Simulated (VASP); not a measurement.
# PbO (P4/nmm) in VASP: further runs

The runs below take PbO through single point, with PBE.

All numbers are computed with VASP 6.6.1; they aren't measurements. Logs are shortened: lines on timing, memory, paths and dates and some standing lists are left out, and cuts for length are marked.

### Step 1. The cell of the first run

It takes space group P4/nmm (No. 129, tetragonal). Conventional cell: a = 3.875 Å, b = 3.875 Å, c = 5.022 Å, α = 90.00°, β = 90.00°, γ = 90.00°. Pb (site symmetry 4mm) has 4 O at 2.27 Å within 3.0 Å. Within 3.0 Å of O (site symmetry -4m2) lie 4 Pb at 2.27 Å and 4 O at 2.74 Å.

### Step 2. Single point, PBE (strain -0.025 along x and y, +0.000 along z)

The input, INCAR:

```
SYSTEM = PbO
ALGO = Normal ; EDIFF = 1E-6
ENCUT = 520 ; GGA = PE
ISIF = 2 ; ISMEAR = 0
LASPH = .True. ; LCHARG = .False.
LREAL = .False. ; LWAVE = .False.
NBANDS = 28 ; NELM = 80
PREC = Accurate ; SIGMA = 0.05
```

The input, KPOINTS:

```
k-points
0
Gamma
  8 8 6
  0 0 0
```

The input, POSCAR:

```
PbO
1.0
    3.8750400000      0.0000000000      0.0000000000
    0.0000000000      3.8750400000      0.0000000000
    0.0000000000      0.0000000000      5.0220000000
Pb O
2 2
Direct
    0.0000000000      0.5000000000      0.2351000000
    0.5000000000      0.0000000000      0.7649000000
    0.0000000000      0.0000000000      0.0000000000
    0.5000000000      0.5000000000      0.0000000000
```

Potentials or basis: VASP PAW PBE potentials, release 64 (Pb_d, O).

The run is started by

```
cat potpaw_PBE.64/Pb_d/POTCAR potpaw_PBE.64/O/POTCAR > POTCAR
mpirun -np 1 vasp_std > vasp.out
```

OUTCAR:

```text
SYSTEM = PbO
   EDIFF = 1E-6
   ENCUT = 520
   GGA = PE
   ISIF = 2
   ISMEAR = 0
   LASPH = .True.
   LREAL = .False.
   NELM = 80
   PREC = Accurate

 ion  position               nearest neighbor table
   1  0.000  0.500  0.235-   3 2.27   4 2.27   3 2.27   4 2.27   2 3.62   2 3.62   2 3.62   2 3.62
                             2 3.82   2 3.82   2 3.82   2 3.82
   2  0.500  0.000  0.765-   3 2.27   4 2.27   4 2.27   3 2.27   1 3.62   1 3.62   1 3.62   1 3.62
                             1 3.82   1 3.82   1 3.82   1 3.82
   3  0.000  0.000  0.000-   1 2.27   2 2.27   1 2.27   2 2.27
   4  0.500  0.500  0.000-   1 2.27   2 2.27   2 2.27   1 2.27

  LATTYP: Found a simple tetragonal cell.
 ALAT       =     3.8750400000
 C/A-ratio  =     1.2959866221

  Lattice vectors:

 A1 = (   3.8750400000,   0.0000000000,   0.0000000000)
 A2 = (   0.0000000000,   3.8750400000,   0.0000000000)
 A3 = (   0.0000000000,   0.0000000000,   5.0220000000)

Analysis of symmetry for initial positions (statically):
=====================================================================
 Subroutine PRICEL returns:
 Original cell was already a primitive cell.

 Routine SETGRP: Setting up the symmetry group for a
 simple tetragonal supercell.

 Subroutine GETGRP returns: Found 16 space group operations
 (whereof  8 operations were pure point group operations)
 out of a pool of 16 trial point group operations.

The static configuration has the point symmetry D_2d.
 The point group associated with its full space group is D_4h.

Analysis of symmetry for dynamics (positions and initial velocities):
=====================================================================
 Subroutine PRICEL returns:
 Original cell was already a primitive cell.

 Routine SETGRP: Setting up the symmetry group for a
 simple tetragonal supercell.

 Subroutine GETGRP returns: Found 16 space group operations
 (whereof  8 operations were pure point group operations)
 out of a pool of 16 trial point group operations.

The dynamic configuration has the point symmetry D_2d.
 The point group associated with its full space group is D_4h.

 Subroutine INISYM returns: Found 16 space group operations
 (whereof  8 operations are pure point group operations),
 and found     1 'primitive' translations

----------------------------------------------------------------------------------------

                                     Primitive cell

  volume of cell :      75.4100

  direct lattice vectors                    reciprocal lattice vectors
     3.875040000  0.000000000  0.000000000     0.258061852  0.000000000  0.000000000
     0.000000000  3.875040000  0.000000000     0.000000000  0.258061852  0.000000000
     0.000000000  0.000000000  5.022000000     0.000000000  0.000000000  0.199123855

  length of vectors
     3.875040000  3.875040000  5.022000000     0.258061852  0.258061852  0.199123855

  position of ions in fractional coordinates (direct lattice)
     0.000000000  0.500000000  0.235100000
     0.500000000  0.000000000  0.764900000
     0.000000000  0.000000000  0.000000000
     0.500000000  0.500000000  0.000000000

  ion indices of the primitive-cell ions
   primitive index   ion index
                 1           1
                 2           2
                 3           3
                 4           4

----------------------------------------------------------------------------------------

 KPOINTS: k-points

Automatic generation of k-mesh.
 Grid dimensions read from file:
 generate k-points for:    8    8    6

 Generating k-lattice:

  Cartesian coordinates                     Fractional coordinates (reciprocal lattice)
     0.032257732  0.000000000  0.000000000     0.125000000  0.000000000  0.000000000
     0.000000000  0.032257732  0.000000000     0.000000000  0.125000000  0.000000000
     0.000000000  0.000000000  0.033187309     0.000000000  0.000000000  0.166666667

  Length of vectors
     0.032257732  0.032257732  0.033187309

  Shift w.r.t. Gamma in fractional coordinates (k-lattice)
     0.000000000  0.000000000  0.000000000

 Subroutine IBZKPT returns following result:
 ===========================================

 Found     60 irreducible k-points:

 Following reciprocal coordinates:
            Coordinates               Weight
  0.000000  0.000000  0.000000      1.000000
  0.125000  0.000000  0.000000      4.000000
  0.250000  0.000000  0.000000      4.000000
  0.375000  0.000000  0.000000      4.000000
  0.500000  0.000000  0.000000      2.000000
  0.125000  0.125000  0.000000      4.000000
[... 16 lines left out ...]
  0.375000  0.125000  0.166667     16.000000
  0.500000  0.125000  0.166667      8.000000
 [... further k-points ...]
   k-points           NKPTS =     60   k-points in BZ     NKDIM =     60   number of bands    NBANDS=     28
   number of dos      NEDOS =    301   number of ions     NIONS =      4
   total plane-waves  NPLWV =  36000
   dimension x,y,z NGX =    30 NGY =   30 NGZ =   40
   dimension x,y,z NGXF=    60 NGYF=   60 NGZF=   80
   ions per type =               2   2
   NGX,Y,Z   is equivalent  to a cutoff of  12.87, 12.87, 13.24 a.u.
   NGXF,Y,Z  is equivalent  to a cutoff of  25.74, 25.74, 26.48 a.u.
 SYSTEM =  PbO
   PREC   = accura    normal or accurate (medium, high low for compatibility)
   ISTART =      0    job   : 0-new  1-cont  2-samecut
   ICHARG =      2    charge: 1-file 2-atom 10-const
   ISPIN  =      1    spin polarized calculation?
   LNONCOLLINEAR =      F non collinear calculations
   LSORBIT =      F    spin-orbit coupling
   LASPH  =      T    aspherical Exc in radial PAW
   ENCUT  =  520.0 eV  38.22 Ry    6.18 a.u.   7.21  7.21  9.34*2*pi/ulx,y,z
   NELM   =     80;   NELMIN=  2; NELMDL= -5     # of ELM steps
   EDIFF  = 0.1E-05   stopping-criterion for ELM
   LREAL  =      F    real-space projection
   EDIFFG = 0.1E-04   stopping-criterion for IOM
   NSW    =      0    number of steps for IOM
   IBRION =     -1    ionic relax: 0-MD 1-quasi-New 2-CG
   NFREE  =      0    steps in history (QN), initial steepest desc. (CG)
   ISIF   =      2    stress and relaxation
   ISYM   =      2    0-nonsym 1-usesym 2-fastsym
   POTIM  = 0.5000    time-step for ionic-motion
   TEBEG  =    0.0;   TEEND  =   0.0 temperature during run
   PSTRESS=    0.0 pullay stress
   NELECT =      40.0000    total number of electrons
   NUPDOWN=      -1.0000    fix difference up-down
   EMIN   =  10.00;   EMAX   =-10.00  energy-range for DOS
   EFERMI =   0.00;   METHOD = LEGACY
   ISMEAR =     0;   SIGMA  =   0.05  broadening in eV -4-tet -1-fermi 0-gaus
   EFERMI_NEDOS =   21; number of points for ismear=-14 and -15
   IALGO  =     38    algorithm
   IMIX   =      4    mixing-type and parameters
     AMIX     =   0.40;   BMIX     =  1.00
     AMIX_MAG =   1.60;   BMIX_MAG =  1.00
  volume/ion in A,a.u.               =      18.85       127.22
  Fermi-wavevector in a.u.,A,eV,Ry     =   1.325211  2.504286 23.894348  1.756185
  Thomas-Fermi vector in A             =   2.454689
   LORBIT       =      0    0 simple, 1 ext, 2 COOP (PROOUT), +10 PAW based schemes
   GGA     = PE    functional components
   LHFCALC =     F    Hartree Fock is set to
   AEXX    =    0.0000 exact exchange contribution
   IVDW    =     0    specifies the selected vdW correction
   LEPSILON=     F    determine dielectric tensor
   LRPA    =     F    only Hartree local field effects (RPA)
 non-spin polarized calculation
 Gauss-broadening in eV      SIGMA  =   0.05
  energy-cutoff  :      520.00
  volume of cell :       75.41
 maximum number of plane-waves:      2066
 NGX is ok and might be reduce to    30
   NGX = 15   NGY = 15   NGZ = 19

 number of electron      40.0000004 magnetization

 Free energy of the ion-electron system (eV)
  ---------------------------------------------------
  ext. energy  EPLUGINS =         0.00000000
  ---------------------------------------------------
  free energy    TOTEN  =       -21.20373083 eV

  energy without entropy =      -21.20373083  energy(sigma->0) =      -21.20373083

 E-fermi :   6.1268     XC(G=0): -10.0912

 val. band max:        5.9107622729   @ k =   0.0000   0.0000   0.0000
 cond. band min:       6.9950072686   @ k =   0.5000   0.5000   0.0000
 fundamental gap:      1.0842449957
 Fermi energy:         6.1267661919

 k-point     1 :       0.0000    0.0000    0.0000
  band No.  band energies     occupation
      1     -13.2176      2.00000
      2     -12.4791      2.00000
      3     -10.3419      2.00000
      4     -10.3419      2.00000
      5     -10.2716      2.00000
      6     -10.2580      2.00000
[... 20 lines left out ...]
     27      13.4392      0.00000
     28      13.9666      0.00000

 k-point     2 :       0.1250    0.0000    0.0000
  band No.  band energies     occupation
      1     -13.1756      2.00000
      2     -12.4962      2.00000
      3     -10.3330      2.00000
      4     -10.3319      2.00000
      5     -10.2594      2.00000
      6     -10.2430      2.00000
[... 20 lines left out ...]
     27      13.6958      0.00000
     28      15.1286      0.00000

 k-point     3 :       0.2500    0.0000    0.0000
  band No.  band energies     occupation
      1     -13.0638      2.00000
      2     -12.5500      2.00000
      3     -10.3083      2.00000
      4     -10.3037      2.00000
      5     -10.2272      2.00000
      6     -10.1998      2.00000
[... 20 lines left out ...]
     27      13.9967      0.00000
     28      17.1065      0.00000

 k-point     4 :       0.3750    0.0000    0.0000
  band No.  band energies     occupation
      1     -12.9171      2.00000
      2     -12.6430      2.00000
      3     -10.2734      2.00000
      4     -10.2660      2.00000
      5     -10.2123      2.00000
      6     -10.2003      2.00000
[... 578 lines left out ...]
     27      15.0538      0.00000
     28      16.3915      0.00000

 k-point    23 :       0.3750    0.1250    0.1667
  band No.  band energies     occupation
      1     -12.8980      2.00000
      2     -12.6469      2.00000
      3     -10.2789      2.00000
      4     -10.2487      2.00000
      5     -10.2154      2.00000
      6     -10.1889      2.00000
[... 20 lines left out ...]
     27      15.2443      0.00000
     28      15.7357      0.00000

 k-point    24 :       0.5000    0.1250    0.1667
  band No.  band energies     occupation
      1     -12.7636      2.00000
      2     -12.7636      2.00000
      3     -10.2518      2.00000
      4     -10.2518      2.00000
      5     -10.2080      2.00000
      6     -10.2080      2.00000
[... 20 lines left out ...]
     27      15.4421      0.00000
     28      15.4421      0.00000

 [... further k-points ...]
[... 5 lines left out ...]
  --------------------------------------------------------------------------------------
  -------------------------------------------------------------------------------------
  Total        5.4737832      5.4737832      4.0158414      0.0000000      0.0000000      0.0000000
  in kB      116.2971542    116.2971542     85.3214151      0.0000000      0.0000000      0.0000000
  external PRESSURE =     105.9719079 kB  Pullay stress =       0.0000000 kB

 VOLUME and BASIS-vectors are now :
 -----------------------------------------------------------------------------
  energy-cutoff  :      520.00
  volume of cell :       75.41
      direct lattice vectors                 reciprocal lattice vectors
     3.875040000  0.000000000  0.000000000     0.258061852  0.000000000  0.000000000
     0.000000000  3.875040000  0.000000000     0.000000000  0.258061852  0.000000000
     0.000000000  0.000000000  5.022000000     0.000000000  0.000000000  0.199123855

 POSITION                                       TOTAL-FORCE (eV/Angst)
 -----------------------------------------------------------------------------------
      0.00000      1.93752      1.18067        -0.000000      0.000000      1.183425
      1.93752      0.00000      3.84133         0.000000      0.000000     -1.183425
      0.00000      0.00000      0.00000        -0.000000     -0.000000      0.000000
      1.93752      1.93752      0.00000        -0.000000      0.000000      0.000000
 -----------------------------------------------------------------------------------
    total drift:                                0.000000      0.000000     -0.000000

  FREE ENERGIE OF THE ION-ELECTRON SYSTEM (eV)
  ---------------------------------------------------
  free  energy   TOTEN  =       -21.2037308311 eV

  energy  without entropy=      -21.2037308311  energy(sigma->0) =      -21.20373083
```

It took 79 s on 1 thread of Intel Xeon Platinum 8488C (Sapphire Rapids), shared host; peak memory 0.24 GiB.

What came out:

```yaml
Free_energy: -21.2037 eV
Pressure: 10.6 GPa
Largest_force: 1.183 eV/Å
Band_gap_on_the_k_mesh: 1.08 eV, indirect (least direct gap 2.42 eV)
```

Forces in eV/Å, atoms in the order of the input:
```
Pb   0.000  0.000  1.183
Pb   0.000  0.000 -1.183
O    0.000  0.000  0.000
O    0.000  0.000  0.000
```

Caveat: the cell differs from its parent crystal (strain -0.025 along x and y, +0.000 along z); spin-orbit coupling is left out, which moves the levels of the heavy elements; forces of over 1 eV/Å act on the atoms, so gaps and moduli don't describe the material at rest. A k mesh can miss the band edges.

### Step 3. Single point, PBE (strain -0.025 along x and y, +0.025 along z)

The input, INCAR:

```
SYSTEM = PbO
PREC     = Accurate       ! precision mode
ENCUT    = 520            ! plane-wave cutoff, eV
EDIFF    = 1E-6           ! SCF threshold, eV
ISMEAR   = 0              ! smearing method
SIGMA    = 0.05           ! smearing width, eV
LREAL    = .False.        ! projectors in reciprocal space
LASPH    = .True.         ! aspherical terms in the spheres
NELM     = 80             ! most SCF steps
ALGO     = Normal         ! electronic algorithm
ISIF     = 2              ! what is computed and relaxed
LWAVE    = .False.        ! write WAVECAR
LCHARG   = .False.        ! write CHGCAR
GGA      = PE             ! functional
NBANDS   = 28             ! bands
```

The input, KPOINTS:

```
Automatic mesh
0
Gamma
  8 8 6
  0 0 0
```

Edit POSCAR of step 2 so:

```diff
@@ -4,3 +4,3 @@
     0.0000000000      3.8750400000      0.0000000000
-    0.0000000000      0.0000000000      5.0220000000
+    0.0000000000      0.0000000000      5.1475500000
 Pb O
```

Potentials or basis: VASP PAW PBE potentials, release 64 (Pb_d, O).

The run is started by

```
cat potpaw_PBE.64/Pb_d/POTCAR potpaw_PBE.64/O/POTCAR > POTCAR
mpirun -np 1 vasp_std > vasp.out
```

Run time: 73 s. Hardware: 1 thread of Intel Xeon Platinum 8488C (Sapphire Rapids), shared host; peak memory 0.24 GiB.

It converged, with:

```
Free energy            : -21.2885 eV
Pressure               : 8.1 GPa
Largest force          : 0.679 eV/Å
Band gap on the k mesh : 1.07 eV, indirect (least direct gap 2.27 eV)
```

Forces in eV/Å, atoms in the order of the input:
```
Pb   0.000  0.000  0.679
Pb   0.000  0.000 -0.679
O    0.000  0.000  0.000
O    0.000  0.000  0.000
```

Stress tensor (GPa, compression positive):
```
9.34 0.00 0.00
0.00 9.34 0.00
0.00 0.00 5.53
```

Levels at points of the mesh, in eV from the valence-band top:
```
           k point  band 16  band 17  band 18  band 19  band 20  band 21  band 22  band 23  band 24  band 25
(0.00, 0.00, 0.00)    -4.59    -2.00    -1.82    -1.82     0.00     2.38     5.26     5.73     5.73     6.44
(0.50, 0.00, 0.00)    -3.63    -3.26    -3.26    -1.99    -1.99     3.22     3.22     6.59     6.59     6.84
(0.50, 0.50, 0.00)    -3.91    -1.95    -1.95    -1.20    -1.20     1.07     1.07     5.06     5.06     7.54
(0.00, 0.00, 0.50)    -4.46    -2.03    -1.85    -1.85    -1.44     2.15     4.05     4.05     4.54     8.46
(0.50, 0.00, 0.50)    -4.01    -3.24    -3.24    -1.29    -1.29     2.87     2.87     6.51     6.51     7.37
(0.50, 0.50, 0.50)    -4.31    -2.43    -2.43    -1.20    -1.20     3.24     3.24     4.47     4.47     5.82
```

Caveat: the cell differs from its parent crystal (strain -0.025 along x and y, +0.025 along z); spin-orbit coupling is left out, which moves the levels of the heavy elements. A k mesh can miss the band edges.

(Part 1 of 2 ends here.)
